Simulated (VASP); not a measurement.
# Si2C: single point with PBE

Si2C:

```
Si C
1.0
     2.96214    0.00000    0.00000
    -1.48107    2.56529    0.00000
     0.00000    0.00000    4.26242
Si C
2 1
Direct
  0.33333 0.66667 0.72524
  0.66667 0.33333 0.27476
  0.00000 0.00000 0.00000
```

```yaml
Program: VASP 6.6.1
Task: single point
Functional: PBE
Potentials_or_basis: VASP PAW PBE potentials, release 64 (Si, C)
Cutoff: 520 eV
k_mesh: 18 × 18 × 12
Occupations: gaussian, width 0.1 eV
Spin: no spin polarisation
Dipole_correction: no
Further_INCAR_settings: ALGO = Normal; EDIFF = 1e-06; NBANDS = 13
```

```
Pressure               : 0.0 GPa
Band gap on the k mesh : zero (band 6 reaches 15.42 eV, above the bottom of band 7 at 9.31 eV)
```

Forces in eV/Å, atoms in the order of the input:
```
Si   0.000  0.000  0.003
Si   0.000  0.000 -0.003
C    0.000  0.000  0.000
```

Stress tensor (GPa, compression positive):
```
 0.06  0.00  0.00
 0.00  0.06  0.00
 0.00  0.00 -0.02
```

Levels at points of the mesh, in eV from the Fermi level:
```tsv
k point	band 2	band 3	band 4	band 5	band 6	band 7	band 8	band 9	band 10	band 11
(0.00, 0.00, 0.00)	-9.34	-9.32	-1.85	-1.85	3.80	3.80	4.56	6.22	8.34	9.70
(0.50, 0.00, 0.00)	-11.54	-5.82	-4.60	-4.25	-4.21	-2.13	1.34	4.14	5.93	6.91
(0.00, 0.00, 0.50)	-13.63	-2.61	-1.70	-1.70	1.19	5.08	5.26	5.26	5.64	5.64
(0.50, 0.00, 0.50)	-10.57	-8.52	-8.16	-3.92	-0.25	0.99	1.47	5.59	5.77	6.41
```

Wall time 57 s on 1 thread of Intel(R) Xeon(R) Platinum 8559C (Emerald Rapids), with other jobs on the host, peak memory 0.26 GiB.
